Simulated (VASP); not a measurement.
# NaCl: single point with PBE+U

The system is NaCl.

```
Na Cl
1.0
     3.45798   -0.01307   -0.00640
    -0.01307    3.50510   -0.01440
    -0.00640   -0.01440    3.47901
Na Cl
1 1
Direct
  0.00000 0.00000 0.00000
  0.50000 0.50000 0.50000
```

```json
{"Program": "VASP 6.6.1", "Task": "single point", "Functional": "PBE", "Potentials or basis": "VASP PAW PBE potentials, release 64 (Na_sv, Cl)", "Cutoff": "1130 eV", "k mesh": "2 × 2 × 2", "Occupations": "gaussian, width 0.1 eV", "Spin": "collinear spin", "Starting moments": "[0.0, -5.0] μB", "Hubbard terms": "Cl p U = 3.0 eV", "Dipole correction": "no", "Further INCAR settings": "ALGO = Normal; EDIFF = 1e-06; NBANDS = 19"}
```

```json
{
  "Pressure": "3.9 GPa",
  "Band gap on the k mesh": "4.01 eV (least direct gap 4.50 eV)",
  "Net moment": "0.00 μB per cell",
  "Valence electrons inside the program's atomic spheres": "Na 7.53; Cl 5.27"
}
```

Stress tensor (GPa, compression positive):
```
 4.58 -0.07 -0.03
-0.07  3.18 -0.07
-0.03 -0.07  3.95
```

Levels at points of the mesh, in eV from the valence-band top:
Spin up:
```tsv
k point	band 6	band 7	band 8	band 9	band 10	band 11
(0.00, 0.00, 0.00)	-0.61	-0.54	-0.49	4.01	8.53	8.64
(0.50, 0.00, 0.00)	-3.08	-0.35	-0.29	6.95	8.64	10.55
(0.00, 0.50, 0.00)	-3.07	-0.31	-0.26	7.00	8.56	10.56
(0.50, 0.50, 0.00)	-2.40	-2.34	-0.03	5.45	9.97	11.01
(0.00, 0.00, 0.50)	-3.07	-0.36	-0.25	6.97	8.60	10.56
(0.50, 0.00, 0.50)	-2.38	-2.35	-0.07	5.49	9.90	11.03
(0.00, 0.50, 0.50)	-2.39	-2.36	0.00	5.42	10.03	11.04
(0.50, 0.50, 0.50)	-1.97	-1.94	-1.91	7.03	7.05	7.13
```
Spin down:
| k point | band 6 | band 7 | band 8 | band 9 | band 10 | band 11 |
| --- | --- | --- | --- | --- | --- | --- |
| (0.00, 0.00, 0.00) | -0.61 | -0.54 | -0.49 | 4.01 | 8.53 | 8.64 |
| (0.50, 0.00, 0.00) | -3.08 | -0.35 | -0.29 | 6.95 | 8.64 | 10.55 |
| (0.00, 0.50, 0.00) | -3.07 | -0.31 | -0.26 | 7.00 | 8.56 | 10.56 |
| (0.50, 0.50, 0.00) | -2.40 | -2.34 | -0.03 | 5.45 | 9.97 | 11.01 |
| (0.00, 0.00, 0.50) | -3.07 | -0.36 | -0.25 | 6.97 | 8.60 | 10.56 |
| (0.50, 0.00, 0.50) | -2.38 | -2.35 | -0.07 | 5.49 | 9.90 | 11.03 |
| (0.00, 0.50, 0.50) | -2.39 | -2.36 | 0.00 | 5.42 | 10.03 | 11.04 |
| (0.50, 0.50, 0.50) | -1.97 | -1.94 | -1.91 | 7.03 | 7.05 | 7.13 |

Run time: 21 s on 1 thread of Intel(R) Xeon(R) 6975P-C (Granite Rapids) (shared host), peak memory 0.28 GiB.

Caveat: the k points lie up to 0.91 Å⁻¹ apart. A k mesh can miss the band edges.
